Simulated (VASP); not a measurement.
# InSe (P6_3/mmc) in VASP: further runs, part 2 of 2

VASP 6.6.1. The steps go on from the part before.

### Step 4. Single point, PBE+D3(BJ)

This run uses another cell than the first one, of 29.50 Å³/atom.

The input, INCAR:

```
SYSTEM = InSe
PREC = Accurate ; ENCUT = 520
EDIFF = 1E-7 ; ISMEAR = 0
SIGMA = 0.02 ; LREAL = .FALSE.
LASPH = .TRUE. ; NELM = 100
ALGO = Normal ; ISIF = 2
LWAVE = .FALSE. ; LCHARG = .FALSE.
GGA = PE ; IVDW = 12
NBANDS = 48
```

The input, KPOINTS:

```
Automatic mesh
0
G
  12 12 2
  0 0 0
```

The input, POSCAR:

```
InSe
1.0
    4.0317717219      0.0000000000      0.0000000000
   -2.0158858609      3.4916167334      0.0000000000
    0.0000000000      0.0000000000     16.7623823263
In Se
4 4
Direct
    0.3333333333      0.6666666667      0.1666582791
    0.6666666667      0.3333333333      0.6666582791
    0.3333333333      0.6666666667      0.3333417209
    0.6666666667      0.3333333333      0.8333417209
    0.3333333333      0.6666666667      0.5898712858
    0.6666666667      0.3333333333      0.0898712858
    0.3333333333      0.6666666667      0.9101287142
    0.6666666667      0.3333333333      0.4101287142
```

Potentials or basis: VASP PAW PBE potentials, release 64 (In_d, Se).

Run with:

```sh
$ cat potpaw_PBE.64/In_d/POTCAR potpaw_PBE.64/Se/POTCAR > POTCAR
$ mpirun -np 1 vasp_std > vasp.out
```

OUTCAR:

```text
SYSTEM = InSe
   PREC = Accurate
   ENCUT = 520
   EDIFF = 1E-7
   ISMEAR = 0
   LREAL = .FALSE.
   LASPH = .TRUE.
   NELM = 100
   ISIF = 2
   GGA = PE
   IVDW = 12
 IVDW          = 12

 ion  position               nearest neighbor table
   1  0.333  0.667  0.167-   6 2.66   6 2.66   6 2.66   3 2.79
   2  0.667  0.333  0.667-   5 2.66   5 2.66   5 2.66   4 2.79
   3  0.333  0.667  0.333-   8 2.66   8 2.66   8 2.66   1 2.79
   4  0.667  0.333  0.833-   7 2.66   7 2.66   7 2.66   2 2.79
   5  0.333  0.667  0.590-   2 2.66   2 2.66   2 2.66
   6  0.667  0.333  0.090-   1 2.66   1 2.66   1 2.66
   7  0.333  0.667  0.910-   4 2.66   4 2.66   4 2.66
   8  0.667  0.333  0.410-   3 2.66   3 2.66   3 2.66

  LATTYP: Found a hexagonal cell.
 ALAT       =     4.0317717219
 C/A-ratio  =     4.1575722741

  Lattice vectors:

 A1 = (   4.0317717219,   0.0000000000,   0.0000000000)
 A2 = (  -2.0158858609,   3.4916167334,   0.0000000000)
 A3 = (   0.0000000000,   0.0000000000,  16.7623823263)

Analysis of symmetry for initial positions (statically):
=====================================================================
 Subroutine PRICEL returns:
 Original cell was already a primitive cell.

 Routine SETGRP: Setting up the symmetry group for a
 hexagonal supercell.

 Subroutine GETGRP returns: Found 24 space group operations
 (whereof 12 operations were pure point group operations)
 out of a pool of 24 trial point group operations.

The static configuration has the point symmetry D_3d.
 The point group associated with its full space group is D_6h.

Analysis of symmetry for dynamics (positions and initial velocities):
=====================================================================
 Subroutine PRICEL returns:
 Original cell was already a primitive cell.

 Routine SETGRP: Setting up the symmetry group for a
 hexagonal supercell.

 Subroutine GETGRP returns: Found 24 space group operations
 (whereof 12 operations were pure point group operations)
 out of a pool of 24 trial point group operations.

The dynamic configuration has the point symmetry D_3d.
 The point group associated with its full space group is D_6h.

 Subroutine INISYM returns: Found 24 space group operations
 (whereof 12 operations are pure point group operations),
 and found     1 'primitive' translations

----------------------------------------------------------------------------------------

                                     Primitive cell

  volume of cell :     235.9708

  direct lattice vectors                    reciprocal lattice vectors
     4.031771722  0.000000000  0.000000000     0.248029916  0.143200139  0.000000000
    -2.015885861  3.491616733  0.000000000     0.000000000  0.286400277  0.000000000
     0.000000000  0.000000000 16.762382326     0.000000000  0.000000000  0.059657391

  length of vectors
     4.031771722  4.031771722 16.762382326     0.286400277  0.286400277  0.059657391

  position of ions in fractional coordinates (direct lattice)
     0.333333333  0.666666667  0.166658279
     0.666666667  0.333333333  0.666658279
     0.333333333  0.666666667  0.333341721
[... 46 lines left out ...]
  0.083333 -0.000000  0.000000      6.000000
  0.166667 -0.000000  0.000000      6.000000
  0.250000 -0.000000  0.000000      6.000000
  0.333333 -0.000000  0.000000      6.000000
  0.416667 -0.000000  0.000000      6.000000
[... 16 lines left out ...]
  0.250000 -0.000000  0.500000      6.000000
  0.333333 -0.000000  0.500000      6.000000
 [... further k-points ...]
   k-points           NKPTS =     38   k-points in BZ     NKDIM =     38   number of bands    NBANDS=     48
   number of dos      NEDOS =    301   number of ions     NIONS =      8
   total plane-waves  NPLWV = 113400
   dimension x,y,z NGX =    30 NGY =   30 NGZ =  126
   dimension x,y,z NGXF=    60 NGYF=   60 NGZF=  252
   ions per type =               4   4
   NGX,Y,Z   is equivalent  to a cutoff of  12.37, 12.37, 12.50 a.u.
   NGXF,Y,Z  is equivalent  to a cutoff of  24.74, 24.74, 24.99 a.u.
 SYSTEM =  InSe
   PREC   = accura    normal or accurate (medium, high low for compatibility)
   ISTART =      0    job   : 0-new  1-cont  2-samecut
   ICHARG =      2    charge: 1-file 2-atom 10-const
   ISPIN  =      1    spin polarized calculation?
   LNONCOLLINEAR =      F non collinear calculations
   LSORBIT =      F    spin-orbit coupling
   LASPH  =      T    aspherical Exc in radial PAW
   ENCUT  =  520.0 eV  38.22 Ry    6.18 a.u.   7.50  7.50 31.17*2*pi/ulx,y,z
   NELM   =    100;   NELMIN=  2; NELMDL= -5     # of ELM steps
   EDIFF  = 0.1E-06   stopping-criterion for ELM
   LREAL  =      F    real-space projection
   EDIFFG = 0.1E-05   stopping-criterion for IOM
   NSW    =      0    number of steps for IOM
   IBRION =     -1    ionic relax: 0-MD 1-quasi-New 2-CG
   NFREE  =      0    steps in history (QN), initial steepest desc. (CG)
   ISIF   =      2    stress and relaxation
   ISYM   =      2    0-nonsym 1-usesym 2-fastsym
   POTIM  = 0.5000    time-step for ionic-motion
   TEBEG  =    0.0;   TEEND  =   0.0 temperature during run
   PSTRESS=    0.0 pullay stress
   NELECT =      76.0000    total number of electrons
   NUPDOWN=      -1.0000    fix difference up-down
   EMIN   =  10.00;   EMAX   =-10.00  energy-range for DOS
   EFERMI =   0.00;   METHOD = LEGACY
   ISMEAR =     0;   SIGMA  =   0.02  broadening in eV -4-tet -1-fermi 0-gaus
   EFERMI_NEDOS =   21; number of points for ismear=-14 and -15
   IALGO  =     38    algorithm
   IMIX   =      4    mixing-type and parameters
     AMIX     =   0.40;   BMIX     =  1.00
     AMIX_MAG =   1.60;   BMIX_MAG =  1.00
  volume/ion in A,a.u.               =      29.50       199.05
  Fermi-wavevector in a.u.,A,eV,Ry     =   1.122173  2.120600 17.133449  1.259273
  Thomas-Fermi vector in A             =   2.258832
   LORBIT       =      0    0 simple, 1 ext, 2 COOP (PROOUT), +10 PAW based schemes
   GGA     = PE    functional components
   LHFCALC =     F    Hartree Fock is set to
   AEXX    =    0.0000 exact exchange contribution
   IVDW    =    12    specifies the selected vdW correction
   LEPSILON=     F    determine dielectric tensor
   LRPA    =     F    only Hartree local field effects (RPA)
 non-spin polarized calculation
 Gauss-broadening in eV      SIGMA  =   0.02
  energy-cutoff  :      520.00
  volume of cell :      235.97
 maximum number of plane-waves:      6404
 NGX is ok and might be reduce to    30
   NGX = 15   NGY = 15   NGZ = 63

 number of electron      76.0000013 magnetization

 Free energy of the ion-electron system (eV)
  ---------------------------------------------------
  ext. energy  EPLUGINS =         0.00000000
  ---------------------------------------------------
  free energy    TOTEN  =       -28.32078239 eV

  energy without entropy =      -28.32078239  energy(sigma->0) =      -28.32078239

 E-fermi :   4.1165     XC(G=0):  -8.8747

 val. band max:        4.0145319657   @ k =   0.0000   0.0000   0.0000
 cond. band min:       4.3702731526   @ k =   0.0000   0.0000   0.0000
 fundamental gap:      0.3557411868
 Fermi energy:         4.1164811413

 k-point     1 :       0.0000    0.0000    0.0000
  band No.  band energies     occupation
      1     -10.7718      2.00000
      2     -10.7710      2.00000
      3     -10.5869      2.00000
      4     -10.5869      2.00000
      5     -10.5865      2.00000
      6     -10.5865      2.00000
[... 1213 lines left out ...]
     47       8.5451      0.00000
     48       8.5451      0.00000

 [... further k-points ...]

------------------------ aborting loop because EDIFF is reached ----------------------------------------

 Edisp (eV)   -2.37450

 E8    (eV) :    -1.0880

  FORCE on cell =-STRESS in cart. coord.  units (eV):
  Direction    XX          YY          ZZ          XY          YZ          ZX
  --------------------------------------------------------------------------------------
  -------------------------------------------------------------------------------------
  Total       0.06290     0.06290     0.04632     0.00000     0.00000     0.00000
  in kB       0.42706     0.42706     0.31450     0.00000     0.00000     0.00000
  external pressure =        0.39 kB  Pullay stress =        0.00 kB

 VOLUME and BASIS-vectors are now :
 -----------------------------------------------------------------------------
  energy-cutoff  :      520.00
  volume of cell :      235.97
      direct lattice vectors                 reciprocal lattice vectors
     4.031771722  0.000000000  0.000000000     0.248029916  0.143200139  0.000000000
    -2.015885861  3.491616733  0.000000000     0.000000000  0.286400277  0.000000000
     0.000000000  0.000000000 16.762382326     0.000000000  0.000000000  0.059657391

 POSITION                                       TOTAL-FORCE (eV/Angst)
 -----------------------------------------------------------------------------------
     -0.00000      2.32774      2.79359         0.000000     -0.000000      0.016001
      2.01589      1.16387     11.17478        -0.000000      0.000000      0.016001
     -0.00000      2.32774      5.58760        -0.000000      0.000000     -0.016001
      2.01589      1.16387     13.96879        -0.000000     -0.000000     -0.016001
     -0.00000      2.32774      9.88765         0.000000      0.000000     -0.012844
      2.01589      1.16387      1.50646        -0.000000     -0.000000     -0.012844
     -0.00000      2.32774     15.25593         0.000000      0.000000      0.012844
      2.01589      1.16387      6.87473        -0.000000      0.000000      0.012844
 -----------------------------------------------------------------------------------
    total drift:                               -0.000000      0.000000      0.000000

  FREE ENERGIE OF THE ION-ELECTRON SYSTEM (eV)
  ---------------------------------------------------
  free  energy   TOTEN  =       -30.6952853852 eV

  energy  without entropy=      -30.6952853852  energy(sigma->0) =      -30.69528539
```

Run time: 5.5 min. Hardware: 1 thread of Intel Xeon Platinum 8559C (Emerald Rapids), shared host; peak memory 0.54 GiB.

Results:

```yaml
Free_energy: -30.6953 eV
Pressure: 0.0 GPa
Largest_force: 0.016 eV/Å
Band_gap_on_the_k_mesh: 0.36 eV
Dispersion_energy_per_atom: -0.297 eV
```

Forces on the atoms (eV/Å):
```
In   0.000  0.000  0.016
In   0.000  0.000  0.016
In   0.000  0.000 -0.016
In   0.000  0.000 -0.016
Se   0.000  0.000 -0.013
Se   0.000  0.000 -0.013
Se   0.000  0.000  0.013
Se   0.000  0.000  0.013
```

Caveat: semilocal functionals underestimate gaps, and a narrow one can read as zero; spin-orbit coupling is left out, which moves the levels of the heavy elements.

### Step 5. The runs side by side

| cell | k mesh | smearing | gap on the mesh (eV) | pressure (GPa) | largest force (eV/Å) |
| --- | --- | --- | --- | --- | --- |
| a = 4.050, b = 4.050, c = 16.930 Å, angles 90.0, 90.0, 120.0°, 8 atoms, atomic positions A | 6 × 6 × 1 | gaussian 0.1 eV | none | 6.0 | 2.89 |
| a = 4.044, b = 4.044, c = 16.762 Å, angles 90.0, 90.0, 120.0°, 8 atoms, atomic positions B | 6 × 6 × 2 | gaussian 0.1 eV | 0.31 | -0.1 | 0.04 |
| a = 4.032, b = 4.032, c = 16.762 Å, angles 90.0, 90.0, 120.0°, 8 atoms, atomic positions C | 12 × 12 × 2 | gaussian 0.02 eV | 0.36 | 0.0 | 0.02 |

Alike in all rows: task single point; level PBE+D3(BJ); potentials or basis VASP PAW PBE potentials, release 64 (In_d, Se); no spin polarisation; cutoff (eV) 520.

Caveats: some runs use coarse meshes; spin-orbit coupling is left out, which moves the levels of the heavy elements; semilocal functionals underestimate gaps, and a narrow one can read as zero (at least some runs); forces of over 1 eV/Å act on the atoms, so gaps and moduli don't describe the material at rest (at least some runs).

Total energies depend on the potentials used, so only differences within one code and one set of settings carry meaning.

The gap in the log of VASP goes by the Fermi energy; the results here count the filled bands.